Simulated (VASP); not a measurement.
# Sc2AsSe (I4/mmm) in VASP: single point with PBE

Aim: the single point of Sc2AsSe with PBE.

Everything below comes from runs of VASP 6.6.1. Logs are shortened: lines on timing, memory, paths and dates and some standing lists are left out, and cuts for length are marked.

## (1) The cell of the first run

It takes space group I4/mmm (No. 139, tetragonal). Conventional cell: a = 4.250 Å, b = 4.250 Å, c = 10.753 Å, α = 90.00°, β = 90.00°, γ = 90.00°. Sc (site symmetry 4mm) has 1 Se at 2.55 Å and 1 As at 2.83 Å and 4 Sc at 3.02 Å within 3.4 Å. Within 3.7 Å of As (site symmetry 4/mmm) lie 2 Sc at 2.83 Å and 4 Se at 3.01 Å. Within 3.4 Å of Se (site symmetry 4/mmm) lie 2 Sc at 2.55 Å and 4 As at 3.01 Å.

The cell was generated, and may not be a known phase.

## (2) Single point, PBE, collinear spin

Input file INCAR:

```
SYSTEM = Sc2AsSe
ALGO = Normal ; EDIFF = 1E-6
ENCUT = 500 ; GGA = PE
GGA_COMPAT = .False. ; ISIF = 2
ISMEAR = 0 ; ISPIN = 2
LASPH = .True. ; LCHARG = .True.
LELF = .True. ; LMAXMIX = 4
LORBIT = 11 ; LREAL = .False.
LVHAR = .True. ; LWAVE = .False.
MAGMOM = 1 1 0 0 ; NBANDS = 28
NELM = 200 ; PREC = Accurate
SIGMA = 0.1
```

Input file KPOINTS:

```
k-points
0
Gamma
  6 6 6
  0 0 0
```

Input file POSCAR:

```
Sc2AsSe
1.0
   -2.1252188197      2.1252188197      5.3762955391
    2.1252188197     -2.1252188197      5.3762955391
    2.1252188197      2.1252188197     -5.3762955391
Sc As Se
2 1 1
Direct
    0.2629180771      0.2629180771      0.0000000000
    0.7370819229      0.7370819229      0.0000000000
    0.0000000000      0.0000000000      0.0000000000
    0.5000000000      0.5000000000      0.0000000000
```

Potentials or basis: VASP PAW PBE potentials, release 64 (Sc_sv, As, Se).

Launch:

```
cat potpaw_PBE.64/Sc_sv/POTCAR potpaw_PBE.64/As/POTCAR potpaw_PBE.64/Se/POTCAR > POTCAR
mpirun -np 1 vasp_std > vasp.out
```

OUTCAR:

```text
SYSTEM = Sc2AsSe
   EDIFF = 1E-6
   ENCUT = 500
   GGA = PE
   ISIF = 2
   ISMEAR = 0
   ISPIN = 2
   LASPH = .True.
   LORBIT = 11
   LREAL = .False.
   NELM = 200
   PREC = Accurate

 ion  position               nearest neighbor table
   1  0.263  0.263  0.000-   4 2.55   3 2.83   2 3.02   2 3.02   2 3.02   2 3.02
   2  0.737  0.737  0.000-   4 2.55   3 2.83   1 3.02   1 3.02   1 3.02   1 3.02
   3  0.000  0.000  0.000-   1 2.83   2 2.83
   4  0.500  0.500  0.000-   1 2.55   2 2.55

  LATTYP: Found a body centered tetragonal cell.
 ALAT       =     4.2504376394
 C/A-ratio  =     2.5297609306

  Lattice vectors:

 A1 = (  -2.1252188197,   2.1252188197,   5.3762955391)
 A2 = (   2.1252188197,  -2.1252188197,   5.3762955391)
 A3 = (   2.1252188197,   2.1252188197,  -5.3762955391)

Analysis of symmetry for initial positions (statically):
=====================================================================
 Subroutine PRICEL returns:
 Original cell was already a primitive cell.

 Routine SETGRP: Setting up the symmetry group for a
 body centered tetragonal supercell.

 Subroutine GETGRP returns: Found 16 space group operations
 (whereof 16 operations were pure point group operations)
 out of a pool of 16 trial point group operations.

The static configuration has the point symmetry D_4h.

Analysis of symmetry for dynamics (positions and initial velocities):
=====================================================================
 Subroutine PRICEL returns:
 Original cell was already a primitive cell.

 Routine SETGRP: Setting up the symmetry group for a
 body centered tetragonal supercell.

 Subroutine GETGRP returns: Found 16 space group operations
 (whereof 16 operations were pure point group operations)
 out of a pool of 16 trial point group operations.

The dynamic configuration has the point symmetry D_4h.

Analysis of structural, dynamic, and magnetic symmetry:
=====================================================================
 Subroutine PRICEL returns:
 Original cell was already a primitive cell.

 Routine SETGRP: Setting up the symmetry group for a
 body centered tetragonal supercell.

 Subroutine GETGRP returns: Found 16 space group operations
 (whereof 16 operations were pure point group operations)
 out of a pool of 16 trial point group operations.

The overall configuration has the point symmetry D_4h.

 Subroutine INISYM returns: Found 16 space group operations
 (whereof 16 operations are pure point group operations),
 and found     1 'primitive' translations

----------------------------------------------------------------------------------------

                                     Primitive cell

  volume of cell :      97.1293

  direct lattice vectors                    reciprocal lattice vectors
    -2.125218820  2.125218820  5.376295539     0.000000000  0.235269891  0.093000840
     2.125218820 -2.125218820  5.376295539     0.235269891  0.000000000  0.093000840
     2.125218820  2.125218820 -5.376295539     0.235269891  0.235269891  0.000000000

  length of vectors
     6.159355793  6.159355793  6.159355793     0.252984343  0.252984343  0.332721871

  position of ions in fractional coordinates (direct lattice)
     0.262918077  0.262918077  0.000000000
     0.737081923  0.737081923  0.000000000
     0.000000000  0.000000000  0.000000000
     0.500000000  0.500000000  0.000000000

  ion indices of the primitive-cell ions
   primitive index   ion index
                 1           1
                 2           2
                 3           3
                 4           4

----------------------------------------------------------------------------------------

 KPOINTS: k-points

Automatic generation of k-mesh.
 Grid dimensions read from file:
 generate k-points for:    6    6    6

 Generating k-lattice:

  Cartesian coordinates                     Fractional coordinates (reciprocal lattice)
     0.000000000  0.039211648  0.015500140     0.166666667  0.000000000  0.000000000
     0.039211648  0.000000000  0.015500140     0.000000000  0.166666667  0.000000000
     0.039211648  0.039211648  0.000000000     0.000000000  0.000000000  0.166666667

  Length of vectors
     0.042164057  0.042164057  0.055453645

  Shift w.r.t. Gamma in fractional coordinates (k-lattice)
     0.000000000  0.000000000  0.000000000

 Subroutine IBZKPT returns following result:
 ===========================================

 Found     30 irreducible k-points:

 Following reciprocal coordinates:
            Coordinates               Weight
  0.000000  0.000000  0.000000      1.000000
  0.166667  0.000000  0.000000      8.000000
  0.333333 -0.000000  0.000000      8.000000
  0.500000 -0.000000  0.000000      4.000000
  0.166667  0.166667  0.000000      8.000000
  0.333333  0.166667  0.000000     16.000000
[... 16 lines left out ...]
 -0.333333 -0.333333  0.166667      8.000000
 -0.166667 -0.333333  0.166667      8.000000
 [... further k-points ...]
   k-points           NKPTS =     30   k-points in BZ     NKDIM =     30   number of bands    NBANDS=     28
   number of dos      NEDOS =    301   number of ions     NIONS =      4
   total plane-waves  NPLWV = 110592
   dimension x,y,z NGX =    48 NGY =   48 NGZ =   48
   dimension x,y,z NGXF=    96 NGYF=   96 NGZF=   96
   ions per type =               2   1   1
   NGX,Y,Z   is equivalent  to a cutoff of  12.96, 12.96, 12.96 a.u.
   NGXF,Y,Z  is equivalent  to a cutoff of  25.91, 25.91, 25.91 a.u.
 SYSTEM =  Sc2AsSe
   PREC   = accura    normal or accurate (medium, high low for compatibility)
   ISTART =      0    job   : 0-new  1-cont  2-samecut
   ICHARG =      2    charge: 1-file 2-atom 10-const
   ISPIN  =      2    spin polarized calculation?
   LNONCOLLINEAR =      F non collinear calculations
   LSORBIT =      F    spin-orbit coupling
   LASPH  =      T    aspherical Exc in radial PAW
   ENCUT  =  500.0 eV  36.75 Ry    6.06 a.u.  11.23 11.23 11.23*2*pi/ulx,y,z
   NELM   =    200;   NELMIN=  2; NELMDL= -5     # of ELM steps
   EDIFF  = 0.1E-05   stopping-criterion for ELM
   LREAL  =      F    real-space projection
   EDIFFG = 0.1E-04   stopping-criterion for IOM
   NSW    =      0    number of steps for IOM
   IBRION =     -1    ionic relax: 0-MD 1-quasi-New 2-CG
   NFREE  =      0    steps in history (QN), initial steepest desc. (CG)
   ISIF   =      2    stress and relaxation
   ISYM   =      2    0-nonsym 1-usesym 2-fastsym
   POTIM  = 0.5000    time-step for ionic-motion
   TEBEG  =    0.0;   TEEND  =   0.0 temperature during run
   PSTRESS=    0.0 pullay stress
   NELECT =      33.0000    total number of electrons
   NUPDOWN=      -1.0000    fix difference up-down
   EMIN   =  10.00;   EMAX   =-10.00  energy-range for DOS
   EFERMI =   0.00;   METHOD = LEGACY
   ISMEAR =     0;   SIGMA  =   0.10  broadening in eV -4-tet -1-fermi 0-gaus
   EFERMI_NEDOS =   21; number of points for ismear=-14 and -15
   IALGO  =     38    algorithm
   IMIX   =      4    mixing-type and parameters
     AMIX     =   0.40;   BMIX     =  1.00
     AMIX_MAG =   1.60;   BMIX_MAG =  1.00
  volume/ion in A,a.u.               =      24.28       163.87
  Fermi-wavevector in a.u.,A,eV,Ry     =   1.142342  2.158713 17.754846  1.304944
  Thomas-Fermi vector in A             =   2.279040
   LORBIT       =     11    0 simple, 1 ext, 2 COOP (PROOUT), +10 PAW based schemes
   GGA     = PE    functional components
   LHFCALC =     F    Hartree Fock is set to
   AEXX    =    0.0000 exact exchange contribution
   IVDW    =     0    specifies the selected vdW correction
   LEPSILON=     F    determine dielectric tensor
   LRPA    =     F    only Hartree local field effects (RPA)
 spin polarized calculation
 Gauss-broadening in eV      SIGMA  =   0.10
  energy-cutoff  :      500.00
  volume of cell :       97.13
 maximum number of plane-waves:      2478
 NGX is ok and might be reduce to    48
   NGX = 23   NGY = 23   NGZ = 23

 number of electron      32.9999998 magnetization       0.2257271

 Free energy of the ion-electron system (eV)
  ---------------------------------------------------
  ext. energy  EPLUGINS =         0.00000000
  ---------------------------------------------------
  free energy    TOTEN  =       -20.84150052 eV

  energy without entropy =      -20.82443783  energy(sigma->0) =      -20.83296917

 E-fermi :   4.0530     XC(G=0):  -9.6892

 val. band max:        4.0501369113   @ k =  -0.3333   0.3333   0.0000
 cond. band min:       4.0708465384   @ k =  -0.3333   0.5000   0.1667
 fundamental gap:      0.0207096271
 Fermi energy:         4.0530022126

 spin component 1

 k-point     1 :       0.0000    0.0000    0.0000
  band No.  band energies     occupation
      1     -45.6313      1.00000
      2     -45.5313      1.00000
      3     -24.4465      1.00000
      4     -24.4465      1.00000
      5     -24.2673      1.00000
      6     -24.1816      1.00000
[... 20 lines left out ...]
     27       8.1614      0.00000
[... 691 lines left out ...]
      6     -24.1882      1.00000
[... 20 lines left out ...]
     27       7.9027      0.00000
     28       8.8314      0.00000

 [... further k-points ...]

 spin component 2

 k-point     1 :       0.0000    0.0000    0.0000
  band No.  band energies     occupation
      1     -45.5557      1.00000
      2     -45.4570      1.00000
      3     -24.3464      1.00000
      4     -24.3464      1.00000
      5     -24.2294      1.00000
      6     -24.1443      1.00000
[... 20 lines left out ...]
     27       8.2594      0.00000
[... 691 lines left out ...]
      6     -24.1497      1.00000
[... 20 lines left out ...]
     27       7.9812      0.00000
     28       8.8191      0.00000

 [... further k-points ...]

------------------------ aborting loop because EDIFF is reached ----------------------------------------

  FORCE on cell =-STRESS in cart. coord.  units (eV):
  Direction    XX          YY          ZZ          XY          YZ          ZX
  --------------------------------------------------------------------------------------
  -------------------------------------------------------------------------------------
  Total        0.1207383      0.1207383     -0.2231285      0.0000000     -0.0000000      0.0000000
  in kB        1.9916135      1.9916135     -3.6805710      0.0000000     -0.0000000      0.0000000
  external PRESSURE =       0.1008853 kB  Pullay stress =       0.0000000 kB

 VOLUME and BASIS-vectors are now :
 -----------------------------------------------------------------------------
  energy-cutoff  :      500.00
  volume of cell :       97.13
      direct lattice vectors                 reciprocal lattice vectors
    -2.125218820  2.125218820  5.376295539     0.000000000  0.235269891  0.093000840
     2.125218820 -2.125218820  5.376295539     0.235269891  0.000000000  0.093000840
     2.125218820  2.125218820 -5.376295539     0.235269891  0.235269891  0.000000000

 POSITION                                       TOTAL-FORCE (eV/Angst)
 -----------------------------------------------------------------------------------
      0.00000      0.00000      2.82705         0.000000      0.000000     -0.079195
      0.00000      0.00000      7.92554        -0.000000     -0.000000      0.079195
      0.00000      0.00000      0.00000         0.000000      0.000000     -0.000000
      0.00000      0.00000      5.37630         0.000000      0.000000     -0.000000
 -----------------------------------------------------------------------------------
    total drift:                               -0.000000      0.000000     -0.000000

  FREE ENERGIE OF THE ION-ELECTRON SYSTEM (eV)
  ---------------------------------------------------
  free  energy   TOTEN  =       -20.8415005161 eV

  energy  without entropy=      -20.8244378296  energy(sigma->0) =      -20.83296917

 total charge

# of ion       s       p       d       tot
------------------------------------------
    1        2.252   6.089   1.118   9.459
    2        2.252   6.089   1.118   9.459
    3        1.311   1.290   0.024   2.625
    4        1.489   2.296   0.035   3.821
--------------------------------------------------
tot          7.304  15.763   2.296  25.363

 magnetization (x)

# of ion       s       p       d       tot
------------------------------------------
    1        0.005   0.002   0.089   0.096
    2        0.005   0.002   0.089   0.096
    3       -0.000  -0.009  -0.000  -0.009
    4       -0.001  -0.002  -0.000  -0.003
--------------------------------------------------
tot          0.010  -0.007   0.178   0.181
```

Run time: 9.8 min. Hardware: 1 thread of AMD EPYC 7R43 (Zen 3), shared host; peak memory 0.43 GiB.

What came out:

* Free energy: -20.8415 eV
* Pressure: 0.0 GPa
* Largest force: 0.079 eV/Å
* Net moment: 0.23 μB per cell
* Site moments: Sc +0.10; As -0.01; Se -0.00 μB
* Valence electrons inside the program's atomic spheres: Sc 9.46; As 2.62; Se 3.82

Forces on the atoms (eV/Å):
```
Sc   0.000  0.000 -0.079
Sc   0.000  0.000  0.079
As   0.000  0.000  0.000
Se   0.000  0.000  0.000
```

Levels at points of the mesh, in eV from the Fermi level:
Spin up:
```
           k point  band 14  band 15  band 16  band 17  band 18  band 19  band 20  band 21
(0.00, 0.00, 0.00)    -2.66    -2.14    -1.03    -0.21     1.84     1.84     2.04     2.20
(0.50, 0.00, 0.00)    -2.29    -1.89    -1.13    -0.54     0.40     0.91     1.35     1.69
(0.50, 0.50, 0.00)    -1.97    -0.46    -0.25    -0.01     0.39     1.31     1.51     2.31
(0.50, 0.50, 0.50)    -2.00    -1.15    -0.19    -0.17     0.61     0.61     1.40     1.40
```
Spin down:
```
           k point  band 14  band 15  band 16  band 17  band 18  band 19
(0.00, 0.00, 0.00)    -2.55    -2.14    -1.01     0.04     1.88     1.88
(0.50, 0.00, 0.00)    -2.29    -1.88    -1.13    -0.46     0.44     1.10
(0.50, 0.50, 0.00)    -1.96    -0.41    -0.04     0.18     0.45     1.36
(0.50, 0.50, 0.50)    -1.92    -1.13    -0.16     0.06     0.67     0.67
```

Caveat: a moment this small can come from the mesh or the smearing.
